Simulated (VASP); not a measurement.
Here is a VASP 6.6.1 calculation.

The input INCAR:

```
SYSTEM = Mg2C3
PREC = Accurate
ENCUT = 520
EDIFF = 1E-6
ISMEAR = 0
SIGMA = 0.02
LREAL = .False.
LASPH = .True.
NELM = 100
ALGO = Normal
ISIF = 2
LWAVE = .False.
LCHARG = .True.
GGA = PS
LELF = .True.
LVHAR = .True.
NBANDS = 16
```

The input KPOINTS:

```
Automatic mesh
0
Gamma
  8 8 6
  0 0 0
```

The input POSCAR:

```
Mg2C3
1.0
    2.4221397342     -2.3538495195     -0.0036103523
    2.4221397342      2.3538495195     -0.0036103523
   -1.2377427025      0.0000000000      4.8728902728
Mg C
2 3
Direct
    0.8096089920      0.8096089920      0.1985392608
    0.1903910080      0.1903910080      0.8014607392
    0.3014661646      0.3014661646      0.2634723852
    0.6985338354      0.6985338354      0.7365276148
    0.5000000000      0.5000000000      0.5000000000
```

Potentials or basis: VASP PAW PBE potentials, release 64 (Mg, C).

Run with:

```console
$ cat potpaw_PBE.64/Mg/POTCAR potpaw_PBE.64/C/POTCAR > POTCAR
$ mpirun -np 1 vasp_std > vasp.out
```

**Question.** What does it give for the band gap on the k mesh?

**Answer.** 1.67 eV, indirect (least direct gap 2.33 eV).

**Question.** What does it give for the largest force?

**Answer.** 0.077 eV/Å.

**Question.** What does it give for the pressure?

**Answer.** -3.1 GPa.

Stress tensor (GPa, compression positive):
```
-3.23  0.00  0.28
 0.00 -3.32  0.00
 0.28  0.00 -2.84
```

Caveat: the PAW data sets were made with another functional, which shifts forces and pressure a little. A k mesh can miss the band edges.
